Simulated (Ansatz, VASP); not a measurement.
**One calculation of ScF, two programs**

```
Sc F
1.0
     1.65816    0.95734    6.63501
    -1.65816    0.95734    6.63501
     0.00000   -1.91468    6.63501
Sc F
2 2
Direct
  0.23021 0.23021 0.23021
  0.76979 0.76979 0.76979
  0.38353 0.38353 0.38353
  0.61647 0.61647 0.61647
```

Alike in both runs: functional PBE; dispersion D3(BJ); k mesh 15 × 15 × 15; occupations gaussian, width 0.1 eV; no spin polarisation.

Ansatz relaxed the structure, and its values are those at the end. VASP's run is a single point on that final structure, the one shown.

|  | VASP | Ansatz |
| --- | --- | --- |
| version | VASP 6.6.1 | Ansatz 0.2.0 |
| potentials or method | VASP PAW PBE potentials, release 64 (Sc_sv, F), cutoff 520 eV | scalar-relativistic, plane waves, PAW |
| valence electrons in the cell | 36 | 36 |

Ansatz gave:

| Property | Result |
| --- | --- |
| gap on the k mesh at the Fermi level (eV) | none |
| pressure (GPa) | 0.0 |
| rms of the force components (eV/Å) | 0.001 |

Q: Estimate VASP's values.

A: gap on the k mesh at the Fermi level (eV): none; pressure (GPa): 0.2; rms of the force components (eV/Å): 0.025.

A gap of «none» marks a metal or a gap that the smearing closes.
